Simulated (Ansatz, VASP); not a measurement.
**WS2 in VASP and in Ansatz**

INCAR

```
  ALGO = Normal
  DIPOL = 0.5 0.5 0.421
  EDIFF = 1E-7
  ENCUT = 520
  GGA = PE
  IDIPOL = 3
  ISIF = 2
  ISMEAR = 0
  IVDW = 12
  LASPH = T
  LCHARG = F
  LDIPOL = T
  LREAL = F
  LWAVE = F
  NBANDS = 35
  NELM = 100
  PREC = Accurate
  SIGMA = 0.05
```

Contents of KPOINTS:

```
k-points
0
Gamma
  9 9 1
```

File POSCAR:

```
WS2
1.0
    3.1595457497      0.0000000000      0.0000000000
   -1.5797728749      2.7362468836      0.0000000000
    0.0000000000      0.0000000000     23.8042575719
S W
4 2
Direct
    0.3333333333      0.6666666667      0.1890418126
    0.3333333333      0.6666666667      0.3214605103
    0.8333333333      0.6666666667      0.5205845529
    0.8333333333      0.6666666667      0.6530032506
    0.6666666667      0.3333333333      0.2552511581
    0.5000000000      1.0000000000      0.5867938984
```

Input for Ansatz:

```yaml
crystal:
  lattice:
    - [3.1595457497, 0.0, 0.0]
    - [-1.5797728749, 2.7362468836, 0.0]
    - [0.0, 0.0, 23.8042575719]
  atoms:
    - { symbol: S, position: [0.3333333333, 0.6666666667, 0.1890418126] }
    - { symbol: W, position: [0.6666666667, 0.3333333333, 0.2552511581] }
    - { symbol: S, position: [0.3333333333, 0.6666666667, 0.3214605103] }
    - { symbol: S, position: [0.8333333333, 0.6666666667, 0.5205845529] }
    - { symbol: W, position: [0.5, 1.0, 0.5867938984] }
    - { symbol: S, position: [0.8333333333, 0.6666666667, 0.6530032506] }
basis:
  ecutwfc: 420
kpoints:
  mp_grid: { grid: [9, 9, 1] }
hamiltonian:
  xc: pbe
  pseudopotentials: { kind: paw, azcp: { folder: soft_1 } }
  dispersion: d3bj
scf:
  occupations: { method: gaussian, width: 0.05 }
output:
  forces: true
  eigenvalues: true
efield:
  axis: 3
  dipole_correction: true
  ramp_width: 0.04
```

Alike in both runs: task single point; functional PBE; dispersion D3(BJ); k mesh 9 × 9 × 1; occupations gaussian, width 0.05 eV; no spin polarisation.

|  | VASP | Ansatz |
| --- | --- | --- |
| version | VASP 6.6.1 | Ansatz 0.2.0 |
| potentials or method | VASP PAW PBE potentials, release 64 (S, W_sv), cutoff 520 eV | scalar-relativistic, plane waves, PAW |
| valence electrons in the cell | 52 | 52 |

VASP gave:

- gap on the k mesh at the Fermi level (eV): 1.92
- least direct gap on the mesh (eV): 1.92
- rms of the force components (eV/Å): 0.017

Q: What did Ansatz give for the same quantities?

A: gap on the k mesh at the Fermi level (eV): 1.92; least direct gap on the mesh (eV): 1.92; rms of the force components (eV/Å): 0.016.

Neither program's run includes spin-orbit coupling.
